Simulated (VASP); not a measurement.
# Eu (Im-3m) in VASP: a series of runs

The runs below take Eu through relaxation of cell and atoms, with PBE.

Program: VASP 6.6.1. These are calculated values, not measurements. Logs are shortened: lines on timing, memory, paths and dates and some standing lists are left out, and cuts for length are marked.

## (1) The cell of the first run

Symmetry: Im-3m, No. 229, cubic system. The conventional cell has a = 3.279 Å, b = 3.279 Å, c = 3.279 Å, α = 90.00°, β = 90.00°, γ = 90.00°. Eu (site symmetry m-3m) has 14 Eu at 2.84 to 3.28 Å within 3.7 Å.

## (2) Relaxation of cell and atoms, PBE, collinear spin, ferromagnetic start, target pressure 51 GPa, at which the enthalpy is minimised

INCAR

```
SYSTEM = Eu
  PREC = Accurate
  ENCUT = 600
  EDIFF = 1E-7
  ISMEAR = -1
  SIGMA = 0.05
  LREAL = .False.
  LASPH = .True.
  NELM = 150
  ALGO = Normal
  ISIF = 3
  LWAVE = .False.
  LCHARG = .False.
  ISPIN = 2
  MAGMOM = 7
  LORBIT = 11
  LMAXMIX = 6
  GGA = PE
  IBRION = 2
  NSW = 60
  EDIFFG = -0.005
  PSTRESS = 510.0
```

KPOINTS

```
regular mesh
0
Gamma
  16 16 16
  0 0 0
```

POSCAR

```
Eu
1.0
   -1.6396775931      1.6396775931      1.6396775931
    1.6396775931     -1.6396775931      1.6396775931
    1.6396775931      1.6396775931     -1.6396775931
Eu
1
Direct
    0.0000000000      0.0000000000      0.0000000000
```

Potentials or basis: VASP PAW PBE potentials, release 64 (Eu).

The run is started by

```bash
$ cat potpaw_PBE.64/Eu/POTCAR > POTCAR
$ mpirun -np 1 vasp_std > vasp.out
```

OUTCAR:

```text
SYSTEM = Eu
   PREC = Accurate
   ENCUT = 600
   EDIFF = 1E-7
   ISMEAR = -1
   LREAL = .False.
   LASPH = .True.
   NELM = 150
   ISIF = 3
   ISPIN = 2
   LORBIT = 11
   GGA = PE
   IBRION = 2
   NSW = 60
   EDIFFG = -0.005
   PSTRESS = 510.0

 ion  position               nearest neighbor table
   1  0.000  0.000  0.000-

  LATTYP: Found a body centered cubic cell.
 ALAT       =     3.2793551862

  Lattice vectors:

 A1 = (  -1.6396775931,   1.6396775931,   1.6396775931)
 A2 = (   1.6396775931,  -1.6396775931,   1.6396775931)
 A3 = (   1.6396775931,   1.6396775931,  -1.6396775931)

Analysis of symmetry for initial positions (statically):
=====================================================================
 Subroutine PRICEL returns:
 Original cell was already a primitive cell.

 Routine SETGRP: Setting up the symmetry group for a
 body centered cubic supercell.

 Subroutine GETGRP returns: Found 48 space group operations
 (whereof 48 operations were pure point group operations)
 out of a pool of 48 trial point group operations.

The static configuration has the point symmetry O_h .

Analysis of symmetry for dynamics (positions and initial velocities):
=====================================================================
 Subroutine PRICEL returns:
 Original cell was already a primitive cell.

 Routine SETGRP: Setting up the symmetry group for a
 body centered cubic supercell.

 Subroutine GETGRP returns: Found 48 space group operations
 (whereof 48 operations were pure point group operations)
 out of a pool of 48 trial point group operations.

The dynamic configuration has the point symmetry O_h .

Analysis of structural, dynamic, and magnetic symmetry:
=====================================================================
 Subroutine PRICEL returns:
 Original cell was already a primitive cell.

 Routine SETGRP: Setting up the symmetry group for a
 body centered cubic supercell.

 Subroutine GETGRP returns: Found 48 space group operations
 (whereof 48 operations were pure point group operations)
 out of a pool of 48 trial point group operations.

The overall configuration has the point symmetry O_h .

 Subroutine INISYM returns: Found 48 space group operations
 (whereof 48 operations are pure point group operations),
 and found     1 'primitive' translations

----------------------------------------------------------------------------------------

                                     Primitive cell

  volume of cell :      17.6334

  direct lattice vectors                    reciprocal lattice vectors
    -1.639677593  1.639677593  1.639677593     0.000000000  0.304937996  0.304937996
     1.639677593 -1.639677593  1.639677593     0.304937996  0.000000000  0.304937996
     1.639677593  1.639677593 -1.639677593     0.304937996  0.304937996  0.000000000

  length of vectors
     2.840004899  2.840004899  2.840004899     0.431247450  0.431247450  0.431247450

  position of ions in fractional coordinates (direct lattice)
     0.000000000  0.000000000  0.000000000

  ion indices of the primitive-cell ions
   primitive index   ion index
                 1           1

----------------------------------------------------------------------------------------

 KPOINTS: regular mesh

Automatic generation of k-mesh.
 Grid dimensions read from file:
 generate k-points for:   16   16   16

 Generating k-lattice:

  Cartesian coordinates                     Fractional coordinates (reciprocal lattice)
     0.000000000  0.019058625  0.019058625     0.062500000  0.000000000  0.000000000
     0.019058625  0.000000000  0.019058625     0.000000000  0.062500000  0.000000000
     0.019058625  0.019058625  0.000000000     0.000000000  0.000000000  0.062500000

  Length of vectors
     0.026952966  0.026952966  0.026952966

  Shift w.r.t. Gamma in fractional coordinates (k-lattice)
     0.000000000  0.000000000  0.000000000

 Subroutine IBZKPT returns following result:
 ===========================================

 Found    145 irreducible k-points:

 Following reciprocal coordinates:
            Coordinates               Weight
  0.000000  0.000000  0.000000      1.000000
  0.062500  0.000000  0.000000     12.000000
  0.125000  0.000000  0.000000     12.000000
  0.187500  0.000000  0.000000     12.000000
  0.250000  0.000000  0.000000     12.000000
  0.312500  0.000000  0.000000     12.000000
[... 16 lines left out ...]
  0.187500  0.187500  0.000000     24.000000
  0.250000  0.187500 -0.000000     48.000000
 [... further k-points ...]
   k-points           NKPTS =    145   k-points in BZ     NKDIM =    145   number of bands    NBANDS=     16
   number of dos      NEDOS =    301   number of ions     NIONS =      1
   total plane-waves  NPLWV =  13824
   dimension x,y,z NGX =    24 NGY =   24 NGZ =   24
   dimension x,y,z NGXF=    48 NGYF=   48 NGZF=   48
   ions per type =               1
   NGX,Y,Z   is equivalent  to a cutoff of  14.05, 14.05, 14.05 a.u.
   NGXF,Y,Z  is equivalent  to a cutoff of  28.10, 28.10, 28.10 a.u.
 SYSTEM =  Eu
   PREC   = accura    normal or accurate (medium, high low for compatibility)
   ISTART =      0    job   : 0-new  1-cont  2-samecut
   ICHARG =      2    charge: 1-file 2-atom 10-const
   ISPIN  =      2    spin polarized calculation?
   LNONCOLLINEAR =      F non collinear calculations
   LSORBIT =      F    spin-orbit coupling
   LASPH  =      T    aspherical Exc in radial PAW
   ENCUT  =  600.0 eV  44.10 Ry    6.64 a.u.   5.67  5.67  5.67*2*pi/ulx,y,z
   NELM   =    150;   NELMIN=  2; NELMDL= -5     # of ELM steps
   EDIFF  = 0.1E-06   stopping-criterion for ELM
   LREAL  =      F    real-space projection
   EDIFFG = -.5E-02   stopping-criterion for IOM
   NSW    =     60    number of steps for IOM
   IBRION =      2    ionic relax: 0-MD 1-quasi-New 2-CG
   NFREE  =      1    steps in history (QN), initial steepest desc. (CG)
   ISIF   =      3    stress and relaxation
   ISYM   =      2    0-nonsym 1-usesym 2-fastsym
   POTIM  = 0.5000    time-step for ionic-motion
   TEBEG  =    0.0;   TEEND  =   0.0 temperature during run
   PSTRESS=  510.0 pullay stress
   NELECT =      17.0000    total number of electrons
   NUPDOWN=      -1.0000    fix difference up-down
   EMIN   =  10.00;   EMAX   =-10.00  energy-range for DOS
   EFERMI =   0.00;   METHOD = LEGACY
   ISMEAR =    -1;   SIGMA  =   0.05  broadening in eV -4-tet -1-fermi 0-gaus
   EFERMI_NEDOS =   21; number of points for ismear=-14 and -15
   IALGO  =     38    algorithm
   IMIX   =      4    mixing-type and parameters
     AMIX     =   0.40;   BMIX     =  1.00
     AMIX_MAG =   1.60;   BMIX_MAG =  1.00
  volume/ion in A,a.u.               =      17.63       119.00
  Fermi-wavevector in a.u.,A,eV,Ry     =   1.617258  3.056175 35.586363  2.615524
  Thomas-Fermi vector in A             =   2.711712
   LORBIT       =     11    0 simple, 1 ext, 2 COOP (PROOUT), +10 PAW based schemes
   GGA     = PE    functional components
   LHFCALC =     F    Hartree Fock is set to
   AEXX    =    0.0000 exact exchange contribution
   IVDW    =     0    specifies the selected vdW correction
   LEPSILON=     F    determine dielectric tensor
   LRPA    =     F    only Hartree local field effects (RPA)
 conjugate gradient relaxation of ions
 spin polarized calculation
  energy-cutoff  :      600.00
  volume of cell :       17.63
 maximum number of plane-waves:       604
   NGX = 11   NGY = 11   NGZ = 11

--------------------------------------- Ionic step        1  -------------------------------------------

 number of electron      17.0000000 magnetization       7.0946361

 Free energy of the ion-electron system (eV)
  ---------------------------------------------------
  ext. energy  EPLUGINS =         0.00000000
  ---------------------------------------------------
  free energy    TOTEN  =        -9.33304759 eV

  energy without entropy =       -9.32190098  energy(sigma->0) =       -9.32747428

------------------------ aborting loop because EDIFF is reached ----------------------------------------

  FORCE on cell =-STRESS in cart. coord.  units (eV):
  Direction    XX          YY          ZZ          XY          YZ          ZX
  --------------------------------------------------------------------------------------
  -------------------------------------------------------------------------------------
  Total        6.0838610      6.0838610      6.0838610     -0.0000000      0.0000000     -0.0000000
  in kB      552.7827585    552.7827585    552.7827585     -0.0000000      0.0000000     -0.0000000
  external PRESSURE =      42.7827585 kB  Pullay stress =     510.0000000 kB
[... 59 lines left out ...]
  enthalpy is  TOTEN    =        -3.7102652067 eV   P V=        6.0042622035

--------------------------------------- Ionic step        3  -------------------------------------------

 number of electron      17.0000003 magnetization       7.1188317

 Free energy of the ion-electron system (eV)
  ---------------------------------------------------
  ext. energy  EPLUGINS =         0.00000000
  ---------------------------------------------------
  free energy    TOTEN  =        -9.48402513 eV

  energy without entropy =       -9.47253214  energy(sigma->0) =       -9.47827863

 E-fermi :   6.6157     XC(G=0): -12.9981

 val. band max:        6.6089466970   @ k =  -0.2500   0.2500   0.1250
 cond. band min:       6.6298904322   @ k =  -0.3750   0.4375   0.2500
 fundamental gap:      0.0209437352
 Fermi energy:         6.6156821047

 spin component 1

 k-point     1 :       0.0000    0.0000    0.0000
  band No.  band energies     occupation
      1     -35.6200      1.00000
      2     -11.7861      1.00000
      3     -11.7861      1.00000
      4     -11.7861      1.00000
      5       2.6036      1.00000
      6       5.1911      1.00000
[... 8 lines left out ...]
     15       8.7435      0.00000
     16      12.6981      0.00000
[... 422 lines left out ...]
      2     -15.3374      1.00000
      3     -13.3577      1.00000
      4     -12.2413      1.00000
      5       4.5319      1.00000
      6       5.0890      1.00000
[... 8 lines left out ...]
     15      12.3966      0.00000
     16      14.8280      0.00000

 [... further k-points ...]

 spin component 2

 k-point     1 :       0.0000    0.0000    0.0000
  band No.  band energies     occupation
      1     -32.6723      1.00000
      2      -9.3075      1.00000
      3      -9.3075      1.00000
      4      -9.3075      1.00000
      5       4.1136      1.00000
      6       9.4409      0.00000
[... 8 lines left out ...]
     15      11.3405      0.00000
     16      13.9225      0.00000
[... 465 lines left out ...]
  FREE ENERGIE OF THE ION-ELECTRON SYSTEM (eV)
  ---------------------------------------------------
  free  energy   TOTEN  =        -9.4840251280 eV

  energy  without entropy=       -9.4725321380  energy(sigma->0) =       -9.47827863

  enthalpy is  TOTEN    =        -3.7259184023 eV   P V=        5.7581067257

 reached required accuracy - stopping structural energy minimisation

 total charge

# of ion       s       p       d       f       tot
--------------------------------------------------
    1        2.127   5.636   1.095   6.492  15.350

 magnetization (x)

# of ion       s       p       d       f       tot
--------------------------------------------------
    1        0.024  -0.058   0.339   6.394   6.699
```

Wall time 2.7 min (1 thread of Intel Xeon 6975P-C (Granite Rapids), shared host); peak memory 0.24 GiB.

Results:

* Free energy: -9.4840 eV
* Relaxed volume: 18.09 Å³/atom
* Relaxed cell: a = 2.864 Å, b = 2.864 Å, c = 2.864 Å, α = 109.47°, β = 109.47°, γ = 109.47°
* Space group after relaxing (to 0.1 Å): Im-3m (No. 229)
* Energy change on relaxing (the run minimises the enthalpy): -151.0 meV/atom
* Ionic steps: 3
* Pressure after relaxing: 51.0 GPa
* Net moment: 7.12 μB per cell
* Site moments: Eu +6.70 μB
* Valence electrons inside the program's atomic spheres: Eu 15.35

Step by step:
```tsv
step	energy change (eV)	largest force (eV/Å)	pressure (GPa)	volume (Å³)
1	0.0000	0.0000	55.28	17.63
2	-0.3815	0.0000	44.79	18.86
3	-0.1510	0.0000	50.96	18.09
```

Final structure:
```cif
data_structure
_symmetry_space_group_name_H-M 'P 1'
_symmetry_Int_Tables_number 1
_cell_length_a 2.8643
_cell_length_b 2.8643
_cell_length_c 2.8643
_cell_angle_alpha 109.471
_cell_angle_beta 109.471
_cell_angle_gamma 109.471
_cell_volume 18.09
loop_
_atom_site_label
_atom_site_type_symbol
_atom_site_fract_x
_atom_site_fract_y
_atom_site_fract_z
_atom_site_occupancy
Eu1 Eu 0.00000 0.00000 0.00000 1
```

Levels at points of the mesh, in eV from the Fermi level:
Spin up:
| k point | band 10 | band 11 | band 12 | band 13 | band 14 | band 15 |
| --- | --- | --- | --- | --- | --- | --- |
| (0.00, 0.00, 0.00) | -0.49 | -0.49 | -0.28 | 2.13 | 2.13 | 2.13 |
| (0.50, 0.00, 0.00) | -0.64 | -0.54 | -0.51 | -0.41 | 6.80 | 7.01 |
| (0.50, 0.50, 0.50) | -0.89 | -0.39 | -0.39 | -0.39 | 11.08 | 11.08 |
Spin down:
```tsv
k point	band 1	band 2	band 3	band 4	band 5	band 6	band 7	band 8	band 9	band 10
(0.00, 0.00, 0.00)	-39.29	-15.92	-15.92	-15.92	-2.50	2.83	2.83	2.83	3.67	3.67
(0.50, 0.00, 0.00)	-38.24	-20.81	-17.39	-16.10	-2.24	0.28	2.91	3.32	3.74	4.12
(0.50, 0.50, 0.50)	-37.56	-19.08	-19.08	-19.08	-3.31	-3.31	3.27	3.75	3.75	3.75
```

Caveat: the cell is relaxed towards a set pressure, so the run minimises the enthalpy, not the energy; spin-orbit coupling is left out, which moves the levels of the heavy elements; semilocal functionals describe open f shells poorly, which spoils levels, moments and volumes. The state reached can hang on the start; a lower one may exist.

## (3) Relaxation of cell and atoms, PBE, collinear spin, ferromagnetic start, target pressure 51 GPa, at which the enthalpy is minimised

This run uses another cell than the first one, of 18.00 Å³/atom.

INCAR

```
ALGO = Normal
EDIFF = 1E-6
EDIFFG = -0.005
ENCUT = 600
GGA = PE
IBRION = 2
ISIF = 3
ISMEAR = -1
ISPIN = 2
LASPH = True
LCHARG = False
LMAXMIX = 6
LORBIT = 11
LREAL = False
LWAVE = False
MAGMOM = 7
NELM = 150
NSW = 32
PREC = Accurate
PSTRESS = 510.0
SIGMA = 0.05
```

KPOINTS

```
k-points
0
Gamma
  16 16 16
```

POSCAR

```
Eu
1.0
   -1.6510154112      1.6510154112      1.6510154112
    1.6510154112     -1.6510154112      1.6510154112
    1.6510154112      1.6510154112     -1.6510154112
Eu
1
Direct
    0.0000000000      0.0000000000      0.0000000000
```

Potentials or basis: VASP PAW PBE potentials, release 64 (Eu).

The run is started by

```bash
$ cat potpaw_PBE.64/Eu/POTCAR > POTCAR
$ mpirun -np 1 vasp_std > vasp.out
```

Wall time 5.6 min (1 thread of Intel Xeon 6975P-C (Granite Rapids), shared host); peak memory 0.25 GiB.

Results (log left out):

- Free energy: -9.4871 eV
- Relaxed volume: 18.10 Å³/atom
- Relaxed cell: a = 2.865 Å, b = 2.865 Å, c = 2.865 Å, α = 109.47°, β = 109.47°, γ = 109.47°
- Space group after relaxing (to 0.1 Å): Im-3m (No. 229)
- Energy change on relaxing (the run minimises the enthalpy): -30.9 meV/atom
- Ionic steps: 19
- Pressure after relaxing: 51.0 GPa
- Net moment: 7.12 μB per cell
- Site moments: Eu +6.70 μB
- Valence electrons inside the program's atomic spheres: Eu 15.35

The path:
```
step  energy change (eV)  largest force (eV/Å)  pressure (GPa)  volume (Å³)
   1              0.0000                0.0000           51.65        18.00
   2             -0.0610                0.0000           49.96        18.19
   3             -0.0280                0.0000           50.90        18.09
   4             -0.0243                0.0000           50.62        18.08
   5             -0.0122                0.0000           51.33        18.04
   6             -0.0177                0.0000           52.02        18.06
   7             -0.0225                0.0000           51.89        18.07
   8             -0.0238                0.0000           51.07        18.08
   9             -0.0244                0.0000           51.20        18.08
  10             -0.0264                0.0000           51.32        18.08
  11             -0.0304                0.0000           51.47        18.10
  12             -0.0384                0.0000           50.56        18.12
  13             -0.0346                0.0000           50.85        18.11
  14             -0.0330                0.0000           50.64        18.10
  15             -0.0317                0.0000           50.70        18.10
  16             -0.0311                0.0000           50.77        18.10
  17             -0.0308                0.0000           50.89        18.10
  18             -0.0306                0.0000           51.05        18.10
  19             -0.0309                0.0000           50.96        18.10
```

Final structure:
```
Eu
1.0
    -1.65396    1.65396    1.65396
     1.65396   -1.65396    1.65396
     1.65396    1.65396   -1.65396
Eu
1
Direct
  0.00000 0.00000 0.00000
```

Levels at points of the mesh, in eV from the Fermi level:
Spin up:
```csv
k point,band 9,band 10,band 11,band 12,band 13,band 14,band 15,band 16
"(0.00, 0.00, 0.00)",-0.49,-0.49,-0.49,-0.28,2.13,2.13,2.13,6.08
"(0.50, 0.00, 0.00)",-0.98,-0.64,-0.54,-0.51,-0.41,6.79,7.00,8.07
"(0.50, 0.50, 0.50)",-0.89,-0.89,-0.39,-0.39,-0.39,11.08,11.08,11.08
```
Spin down:
```csv
k point,band 3,band 4,band 5,band 6,band 7,band 8
"(0.00, 0.00, 0.00)",-15.92,-15.92,-2.50,2.83,2.83,2.83
"(0.50, 0.00, 0.00)",-17.39,-16.10,-2.24,0.28,2.91,3.33
"(0.50, 0.50, 0.50)",-19.08,-19.08,-3.31,-3.31,3.28,3.75
```

Caveat: the cell is relaxed towards a set pressure, so the run minimises the enthalpy, not the energy; spin-orbit coupling is left out, which moves the levels of the heavy elements; semilocal functionals describe open f shells poorly, which spoils levels, moments and volumes. The state reached can hang on the start; a lower one may exist.
